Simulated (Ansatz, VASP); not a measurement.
**BaF2 in VASP and in Ansatz**

```
Ba F
1.0
     0.00000    3.05815    3.05815
     3.05815    0.00000    3.05815
     3.05815    3.05815    0.00000
Ba F
1 2
Direct
  0.00000 0.00000 0.00000
  0.25000 0.25000 0.25000
  0.75000 0.75000 0.75000
```

Change from the starting cell: volume scaled by 0.96, PAW files.

Alike in both runs: task electric field gradients; functional LDA; k mesh 8 × 8 × 8; occupations fermi-dirac, width 0.01 eV; no spin polarisation.

```csv
,VASP,Ansatz
version,VASP 6.6.1,Ansatz 0.2.0
potentials or method,"VASP PAW LDA potentials, release 64 (Ba_sv, F)","PAW with Ansatz's default frozen-core files, scalar-relativistic"
plane-wave cutoff (eV),520,420
valence electrons in the cell,24,24
```

|  | VASP | Ansatz | Ansatz less VASP |
| --- | --- | --- | --- |
| gap on the k mesh at the Fermi level (eV) | 6.55 | 6.62 | +0.072 |
| pressure (GPa) | -0.9 | -2.3 | -1.44 |

LDA's correlation is that of Perdew and Zunger in VASP and of Perdew and Wang (1992) in Ansatz.

Neither program's run includes spin-orbit coupling.
